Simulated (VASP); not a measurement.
A run of VASP 6.6.1 is set up as follows.

The input POSCAR:

```
CsPbCl3
1.0
    5.4905801394      0.0000000000      0.0000000000
    0.0000000000      5.4905801394      0.0000000000
    0.0000000000      0.0000000000      5.4905801394
Pb Cs Cl
1 1 3
Direct
    0.5000000000      0.5000000000      0.5000000000
    0.0000000000      0.0000000000      0.0000000000
    0.5000000000      0.0000000000      0.5000000000
    0.0000000000      0.5000000000      0.5000000000
    0.5000000000      0.5000000000      0.0000000000
```

Contents of INCAR.step1:

```
ALGO = Normal
EDIFF = 1E-4
ENCUT = 520
GGA = PE
GGA_COMPAT = F
ISMEAR = -1
LASPH = T
LCHARG = F
LNONCOLLINEAR = T
LREAL = F
LSORBIT = T
LWAVE = T
MAGMOM = 0 0 0 0 0 0 0 0 0 0 0 0 0 0 0
NBANDS = 59
NELM = 150
PREC = Accurate
SIGMA = 0.05
```

File INCAR.step2:

```
ALGO = Normal
EDIFF = 1E-7
ENCUT = 520
GGA_COMPAT = F
ISIF = 2
ISMEAR = -1
ISTART = 1
LASPH = T
LCHARG = F
LMIXTAU = T
LNONCOLLINEAR = T
LORBIT = 11
LORBMOM = T
LREAL = F
LSORBIT = T
LWAVE = F
MAGMOM = 0 0 0 0 0 0 0 0 0 0 0 0 0 0 0
METAGGA = R2SCAN
NBANDS = 59
NELM = 150
PREC = Accurate
SIGMA = 0.05
```

File KPOINTS:

```
k-points
0
Gamma
  5 5 5
```

Potentials or basis: VASP PAW PBE potentials, release 64 (Pb_d, Cs_sv, Cl).

Launch:

```bash
$ cat potpaw_PBE.64/Pb_d/POTCAR potpaw_PBE.64/Cs_sv/POTCAR potpaw_PBE.64/Cl/POTCAR > POTCAR
$ cp INCAR.step1 INCAR
$ mpirun -np 1 vasp_ncl > vasp.out
$ cp INCAR.step2 INCAR
$ mpirun -np 1 vasp_ncl > vasp.out
```

(1) What does it give for the net moment?

(2) Predict the pressure.

Results:

(1) 0.00 μB per cell.

(2) 2.9 GPa.

Caveat: the PAW data sets were made with another functional, which shifts forces and pressure a little.
